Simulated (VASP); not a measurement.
**Be2Ga2C3: relaxation of cell and atoms with PBE**

Crystal: Be2Ga2C3.

```xyz
7
Lattice="4.3449 0.0000 0.0000 -2.1725 3.7628 0.0000 0.0000 0.0000 6.7050" Properties=species:S:1:pos:R:3 pbc="T T T"
Be    0.0000    2.5086    3.3525
Be    2.1725    1.2543    3.3525
Ga    0.0000    0.0000    1.1206
Ga    0.0000    0.0000    5.5844
C     0.0000    0.0000    3.3525
C     0.0000    2.5086    0.0000
C     2.1725    1.2543    0.0000
```

- Program: VASP 6.6.1
- Task: relaxation of cell and atoms
- Functional: PBE
- Potentials or basis: VASP PAW PBE potentials, release 64 (Be, Ga_d, C)
- Cutoff: 600 eV
- k mesh: 6 × 6 × 4
- Occupations: gaussian, width 0.1 eV
- Spin: no spin polarisation
- Dipole correction: no
- Further INCAR settings: ALGO = Normal; EDIFF = 1e-06; IBRION = 2; EDIFFG = -0.04; NSW = 90; ISIF = 3

```yaml
Relaxed_volume: 10.84 Å³/atom
Relaxed_cell: a = 2.879 Å, b = 2.879 Å, c = 10.567 Å, α = 90.00°, β = 90.00°, γ = 120.00°
Space_group_after_relaxing_to_0.05_Å: P6/mmm (No. 191)
Energy_gained_by_relaxing: 1420.3 meV/atom
Ionic_steps: 31
Pressure_after_relaxing: 0.0 GPa
Largest_force_after_relaxing: 0.007 eV/Å
```

Forces in eV/Å, atoms in the order of the input:
```
Be   0.000  0.000  0.000
Be   0.000  0.000  0.000
Ga   0.000  0.000  0.007
Ga   0.000  0.000 -0.007
C    0.000  0.000  0.000
C    0.000  0.000  0.000
C    0.000  0.000  0.000
```

Stress tensor (GPa, compression positive):
```
-0.10  0.00  0.00
 0.00 -0.10  0.00
 0.00  0.00  0.28
```

Step by step:
```tsv
step	energy change (eV)	largest force (eV/Å)	pressure (GPa)	volume (Å³)
1	0.0000	2.7112	-15.95	109.62
2	-2.9850	0.1947	-10.82	86.53
3	-3.6741	1.4500	-1.66	75.74
4	-3.7086	1.8475	1.05	73.54
5	-4.3997	0.1532	7.29	69.09
6	-4.4544	1.8939	22.22	64.44
7	-4.5717	1.0690	13.79	66.48
8	-5.3727	1.4484	8.09	70.46
9	-7.3848	1.2283	-0.96	80.65
10	-7.4598	0.4352	-13.58	93.76
11	-8.3685	0.9486	-6.58	85.64
12	-8.5932	1.1579	-9.64	88.08
13	-8.3686	0.7517	-2.54	85.50
14	-8.7750	0.8993	-7.46	87.13
15	-8.7791	0.8862	-8.09	87.31
16	-9.0446	1.1542	-0.34	80.93
17	-9.0662	1.2799	3.06	78.65
18	-9.2537	1.1543	2.15	77.74
19	-9.5634	0.9888	0.21	74.83
20	-9.5653	0.7803	-0.41	73.71
21	-9.7021	0.4975	1.10	72.83
22	-9.7606	0.0670	2.89	72.01
23	-9.8645	0.0854	2.29	73.20
24	-9.9337	0.1367	1.13	75.47
25	-9.9347	0.1319	1.33	75.27
26	-9.9384	0.1180	-0.42	76.14
27	-9.9385	0.1204	-0.20	76.02
28	-9.9396	0.1006	-0.11	75.99
29	-9.9416	0.0490	-0.04	75.91
30	-9.9410	0.0611	0.18	75.76
31	-9.9422	0.0067	0.03	75.85
```

Final structure:
```cif
data_structure
_symmetry_space_group_name_H-M 'P 1'
_symmetry_Int_Tables_number 1
_cell_length_a 2.8790
_cell_length_b 2.8790
_cell_length_c 10.5667
_cell_angle_alpha 90.000
_cell_angle_beta 90.000
_cell_angle_gamma 120.000
_cell_volume 75.85
loop_
_atom_site_label
_atom_site_type_symbol
_atom_site_fract_x
_atom_site_fract_y
_atom_site_fract_z
_atom_site_occupancy
Be1 Be 0.33333 0.66667 0.50000 1
Be2 Be 0.66667 0.33333 0.50000 1
Ga1 Ga 0.00000 0.00000 0.24990 1
Ga2 Ga 0.00000 0.00000 0.75010 1
C1 C 0.00000 0.00000 0.50000 1
C2 C 0.33333 0.66667 0.00000 1
C3 C 0.66667 0.33333 0.00000 1
```

Levels at points of the mesh, in eV from the Fermi level:
```tsv
k point	band 17	band 18	band 19	band 20	band 21	band 22	band 23	band 24
(0.00, 0.00, 0.00)	-4.09	-4.09	-3.42	-3.42	-0.53	1.58	1.58	2.56
(0.50, 0.00, 0.00)	-5.12	-4.30	-3.04	-2.33	-2.27	-2.23	0.95	1.58
(0.00, 0.00, 0.50)	-4.09	-4.09	-3.42	-3.42	1.15	1.58	1.58	1.74
(0.50, 0.00, 0.50)	-5.04	-4.04	-3.55	-3.34	-1.33	-1.11	0.09	1.01
```

Wall time 22 min on 1 thread of Intel(R) Xeon(R) Platinum 8488C (Sapphire Rapids), on a shared host, peak memory 0.32 GiB.

Caveat: the volume moved by over 15 % at a fixed basis, so the end points are rough; the bands computed are all filled at some k points, so no gap is given.
